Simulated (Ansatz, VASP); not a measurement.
# Sb: VASP beside Ansatz

```
Sb
1.0
    -1.52968    1.52968    2.52066
     1.52968   -1.52968    2.52066
     1.52968    1.52968   -2.52066
Sb
1
Direct
  0.00000 0.00000 0.00000
```

Change from the starting cell: volume scaled by 1.05, crystal datasets.

Alike in both runs: task electric field gradients; functional PBEsol; k mesh 19 × 19 × 19; occupations fermi-dirac, width 0.05 eV; no spin polarisation.

|  | VASP | Ansatz |
| --- | --- | --- |
| version | VASP 6.6.1 | Ansatz 0.2.0 |
| potentials or method | VASP PAW PBE potentials, release 64 (Sb), cutoff 520 eV | all-electron PAW with datasets made for the crystal, scalar-relativistic |

|  | VASP | Ansatz | Ansatz less VASP |
| --- | --- | --- | --- |
| pressure (GPa) | 9.5 | 9.4 | -0.10 |
| traceless stress, the component that is largest in VASP (GPa) | -0.81 | -0.73 | +0.087 |
| size of Vzz on the site where it differs most (V/Å²) | 39.1 | 40.1 | +1.06 |

VASP's potentials were made for PBE, not for PBEsol. Ansatz ran all-electron here, and VASP with PAW potentials.

Spin-orbit coupling is off throughout.
